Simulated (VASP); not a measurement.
# Ir (R-3m) in VASP: a series of runs, part 2 of 2

VASP 6.6.1.

## 3. Electric field gradients, PBEsol (equal xy, yz and zx shear strains of -2 %)

Input file INCAR:

```
SYSTEM = Ir
ALGO = Normal
EDIFF = 1E-8
ENCUT = 420
GGA = PS
GGA_COMPAT = .FALSE.
ISIF = 2
ISMEAR = -1
LASPH = .TRUE.
LCHARG = .FALSE.
LEFG = .TRUE.
LREAL = .FALSE.
LWAVE = .FALSE.
NBANDS = 14
NELM = 120
PREC = Accurate
SIGMA = 0.05
```

Input file KPOINTS:

```
k-points
0
G
  18 18 18
  0 0 0
```

Input file POSCAR:

```
Ir
1.0
   -0.0383940000      1.9005030000      1.9005030000
    1.9005030000     -0.0383940000      1.9005030000
    1.9005030000      1.9005030000     -0.0383940000
Ir
1
Direct
    0.0000000000      0.0000000000      0.0000000000
```

Potentials or basis: VASP PAW PBE potentials, release 64 (Ir_sv_GW).

On the command line:

```console
$ cat potpaw_PBE.64/Ir_sv_GW/POTCAR > POTCAR
$ mpirun -np 1 vasp_std > vasp.out
```

OUTCAR:

```text
SYSTEM = Ir
   EDIFF = 1E-8
   ENCUT = 420
   GGA = PS
   ISIF = 2
   ISMEAR = -1
   LASPH = .TRUE.
   LREAL = .FALSE.
   NELM = 120
   PREC = Accurate

 ion  position               nearest neighbor table
   1  0.000  0.000  0.000-

  LATTYP: Found a trigonal (rhomboedric) cell.
 ALAT       =     2.6879913328
 COS(alpha) =     0.4797000918

  Lattice vectors:

 A1 = (  -0.0383940000,   1.9005030000,   1.9005030000)
 A2 = (   1.9005030000,  -0.0383940000,   1.9005030000)
 A3 = (   1.9005030000,   1.9005030000,  -0.0383940000)

Analysis of symmetry for initial positions (statically):
=====================================================================
 Subroutine PRICEL returns:
 Original cell was already a primitive cell.

 Routine SETGRP: Setting up the symmetry group for a
 trigonal (rhombohedral) supercell.

 Subroutine GETGRP returns: Found 12 space group operations
 (whereof 12 operations were pure point group operations)
 out of a pool of 12 trial point group operations.

The static configuration has the point symmetry D_3d.

Analysis of symmetry for dynamics (positions and initial velocities):
=====================================================================
 Subroutine PRICEL returns:
 Original cell was already a primitive cell.

 Routine SETGRP: Setting up the symmetry group for a
 trigonal (rhombohedral) supercell.

 Subroutine GETGRP returns: Found 12 space group operations
 (whereof 12 operations were pure point group operations)
 out of a pool of 12 trial point group operations.

The dynamic configuration has the point symmetry D_3d.

 Subroutine INISYM returns: Found 12 space group operations
 (whereof 12 operations are pure point group operations),
 and found     1 'primitive' translations

----------------------------------------------------------------------------------------

                                     Primitive cell

  volume of cell :      14.1449

  direct lattice vectors                    reciprocal lattice vectors
    -0.038394000  1.900503000  1.900503000    -0.255247163  0.260509991  0.260509991
     1.900503000 -0.038394000  1.900503000     0.260509991 -0.255247163  0.260509991
     1.900503000  1.900503000 -0.038394000     0.260509991  0.260509991 -0.255247163

  length of vectors
     2.687991333  2.687991333  2.687991333     0.448198645  0.448198645  0.448198645

  position of ions in fractional coordinates (direct lattice)
     0.000000000  0.000000000  0.000000000

  ion indices of the primitive-cell ions
   primitive index   ion index
                 1           1

----------------------------------------------------------------------------------------

 KPOINTS: k-points

Automatic generation of k-mesh.
 Grid dimensions read from file:
 generate k-points for:   18   18   18

 Generating k-lattice:

  Cartesian coordinates                     Fractional coordinates (reciprocal lattice)
    -0.014180398  0.014472777  0.014472777     0.055555556 -0.000000000 -0.000000000
[... 68 lines left out ...]
   TEBEG  =    0.0;   TEEND  =   0.0 temperature during run
   PSTRESS=    0.0 pullay stress
   NELECT =      17.0000    total number of electrons
   NUPDOWN=      -1.0000    fix difference up-down
   EMIN   =  10.00;   EMAX   =-10.00  energy-range for DOS
   EFERMI =   0.00;   METHOD = LEGACY
   ISMEAR =    -1;   SIGMA  =   0.05  broadening in eV -4-tet -1-fermi 0-gaus
   EFERMI_NEDOS =   21; number of points for ismear=-14 and -15
   IALGO  =     38    algorithm
   IMIX   =      4    mixing-type and parameters
     AMIX     =   0.40;   BMIX     =  1.00
     AMIX_MAG =   1.60;   BMIX_MAG =  1.00
  volume/ion in A,a.u.               =      14.14        95.45
  Fermi-wavevector in a.u.,A,eV,Ry     =   1.740570  3.289200 41.219993  3.029584
  Thomas-Fermi vector in A             =   2.813194
   LORBIT       =      0    0 simple, 1 ext, 2 COOP (PROOUT), +10 PAW based schemes
   GGA     = PS    functional components
   LHFCALC =     F    Hartree Fock is set to
   AEXX    =    0.0000 exact exchange contribution
   IVDW    =     0    specifies the selected vdW correction
   LEPSILON=     F    determine dielectric tensor
   LRPA    =     F    only Hartree local field effects (RPA)
 non-spin polarized calculation
  energy-cutoff  :      420.00
  volume of cell :       14.14
 maximum number of plane-waves:       289
 NGX is ok and might be reduce to    18
   NGX =  9   NGY =  9   NGZ =  9

 number of electron      17.0000000 magnetization

 Free energy of the ion-electron system (eV)
  ---------------------------------------------------
  ext. energy  EPLUGINS =         0.00000000
  ---------------------------------------------------
  free energy    TOTEN  =       -10.37979450 eV

  energy without entropy =      -10.37194985  energy(sigma->0) =      -10.37587218

 E-fermi :  12.7724     XC(G=0): -14.7061

 val. band max:       12.7711499874   @ k =  -0.3333   0.1667   0.0556
 cond. band min:      12.7724940993   @ k =   0.3333   0.0556   0.0556
 fundamental gap:      0.0013441119
 Fermi energy:        12.7724233488

 k-point     1 :       0.0000    0.0000    0.0000
  band No.  band energies     occupation
      1     -80.2051      2.00000
      2     -36.6661      2.00000
      3     -36.6661      2.00000
      4     -36.6448      2.00000
      5       1.5823      2.00000
      6       8.6741      2.00000
      7       8.6741      2.00000
      8       9.1655      2.00000
      9      11.5787      2.00000
     10      11.5787      2.00000
     11      26.3219      0.00000
     12      31.5354      0.00000
     13      31.5354      0.00000
     14      32.4850      0.00000
[... 377 lines left out ...]
      1     -80.1743      2.00000
      2     -37.0318      2.00000
      3     -36.7354      2.00000
      4     -36.6961      2.00000
      5       3.7609      2.00000
      6       8.1210      2.00000
      7       9.0564      2.00000
      8       9.6288      2.00000
      9      11.3486      2.00000
     10      12.1539      1.99999
     11      26.4636      0.00000
     12      29.0210      0.00000
     13      34.3084      0.00000
     14      35.3441      0.00000

 [... further k-points ...]
[... 5 lines left out ...]
  --------------------------------------------------------------------------------------
  -------------------------------------------------------------------------------------
  Total       -0.3852686     -0.3852686     -0.3852686      0.4777068      0.4777068      0.4777068
  in kB      -43.6390480    -43.6390480    -43.6390480     54.1094508     54.1094508     54.1094508
  external PRESSURE =     -43.6390480 kB  Pullay stress =       0.0000000 kB

 VOLUME and BASIS-vectors are now :
 -----------------------------------------------------------------------------
  energy-cutoff  :      420.00
  volume of cell :       14.14
      direct lattice vectors                 reciprocal lattice vectors
    -0.038394000  1.900503000  1.900503000    -0.255247163  0.260509991  0.260509991
     1.900503000 -0.038394000  1.900503000     0.260509991 -0.255247163  0.260509991
     1.900503000  1.900503000 -0.038394000     0.260509991  0.260509991 -0.255247163

 POSITION                                       TOTAL-FORCE (eV/Angst)
 -----------------------------------------------------------------------------------
      0.00000      0.00000      0.00000        -0.000000      0.000000     -0.000000
 -----------------------------------------------------------------------------------
    total drift:                                0.000000      0.000000      0.000000

  FREE ENERGIE OF THE ION-ELECTRON SYSTEM (eV)
  ---------------------------------------------------
  free  energy   TOTEN  =       -10.3797944992 eV

  energy  without entropy=      -10.3719498539  energy(sigma->0) =      -10.37587218

 Electric field gradients (V/A^2)
---------------------------------------------------------------------
 ion       V_xx      V_yy      V_zz      V_xy      V_xz      V_yz
---------------------------------------------------------------------
   1       0.000     0.000    -0.000   -19.107   -19.107   -19.107
---------------------------------------------------------------------

 Electric field gradients after diagonalization (V/A^2)
 (convention: |V_zz| > |V_xx| > |V_yy|)
----------------------------------------------------------------------
 ion       V_xx      V_yy      V_zz     asymmetry (V_yy - V_xx)/ V_zz
----------------------------------------------------------------------
   1      19.107    19.107   -38.213       0.000
----------------------------------------------------------------------

           NMR quadrupolar parameters

 Cq : quadrupolar parameter    Cq=e*Q*V_zz/h
 eta: asymmetry parameters     (V_yy - V_xx)/ V_zz
 Q  : nuclear electric quadrupole moment in mb (millibarn)
----------------------------------------------------------------------
 ion       Cq(MHz)       eta       Q (mb)
----------------------------------------------------------------------
   1      -0.092       0.000       1.000
----------------------------------------------------------------------
```

OSZICAR:

```text
N       E                     dE             d eps       ncg     rms          rms(c)
DAV:   1     0.812379935260E+02    0.81238E+02   -0.10324E+04 17676   0.108E+03
DAV:   2    -0.106022718310E+02   -0.91840E+02   -0.88074E+02 20476   0.335E+02
DAV:   3    -0.116471413661E+02   -0.10449E+01   -0.10421E+01 17650   0.326E+01
DAV:   4    -0.116483161431E+02   -0.11748E-02   -0.11747E-02 19426   0.127E+00
DAV:   5    -0.116483179607E+02   -0.18176E-05   -0.18183E-05 17668   0.453E-02    0.795E+01
DAV:   6    -0.105002554005E+02    0.11481E+01   -0.14986E+00 17092   0.129E+01    0.427E+01
DAV:   7    -0.103996501502E+02    0.10061E+00   -0.44337E-01 18652   0.645E+00    0.773E+00
DAV:   8    -0.103800030826E+02    0.19647E-01   -0.68901E-02 16384   0.320E+00    0.366E-01
DAV:   9    -0.103798966372E+02    0.10645E-03   -0.64088E-04 18370   0.276E-01    0.205E-01
DAV:  10    -0.103797962188E+02    0.10042E-03   -0.15176E-04 17602   0.173E-01    0.345E-02
DAV:  11    -0.103797944745E+02    0.17442E-05   -0.56340E-06 18754   0.293E-02    0.102E-02
DAV:  12    -0.103797945236E+02   -0.49125E-07   -0.14182E-07 17608   0.387E-03    0.175E-02
DAV:  13    -0.103797945008E+02    0.22877E-07   -0.91139E-10  9560   0.406E-04    0.170E-03
DAV:  14    -0.103797944992E+02    0.15461E-08   -0.78734E-11  8480   0.104E-04
   1 F= -.10379794E+02 E0= -.10375872E+02  d E =-.784465E-02
```

It took 34 s on 1 thread of Intel Xeon 6975P-C (Granite Rapids), shared host; peak memory 0.2 GiB.

What came out:

```yaml
Free_energy: -10.3798 eV
Pressure: -4.4 GPa
Band_gap_on_the_k_mesh: zero (an odd number of electrons rules out a gap without spin polarisation)
Largest_electric_field_gradient_by_atom: Ir -38.2 V/Å²
```

Levels at points of the mesh, in eV from the Fermi level:
```tsv
k point	band 5	band 6	band 7	band 8	band 9	band 10	band 11	band 12
(0.00, 0.00, 0.00)	-11.19	-4.10	-4.10	-3.61	-1.19	-1.19	13.55	18.76
(0.50, 0.00, 0.00)	-8.18	-4.27	-3.73	-0.92	0.69	1.00	7.10	13.29
(0.50, 0.50, 0.00)	-7.96	-7.39	0.83	1.45	1.51	1.63	10.49	11.05
(0.50, 0.50, 0.50)	-8.09	-4.10	-4.10	-0.51	0.99	0.99	7.70	12.99
```

Electric field gradients, principal values (V/Å²):
```
atom   least  middle  greatest (by size)
1 Ir  19.107  19.107             -38.213
```

Caveat: the cell differs from its parent crystal (equal xy, yz and zx shear strains of -2 %); the cell stands under tension; without QUAD_EFG the Cq values of the log hold for a quadrupole moment of 1 mb, not for the nuclei; the PAW data sets were made with another functional, which shifts forces and pressure a little; spin-orbit coupling is left out, which moves the levels of the heavy elements.
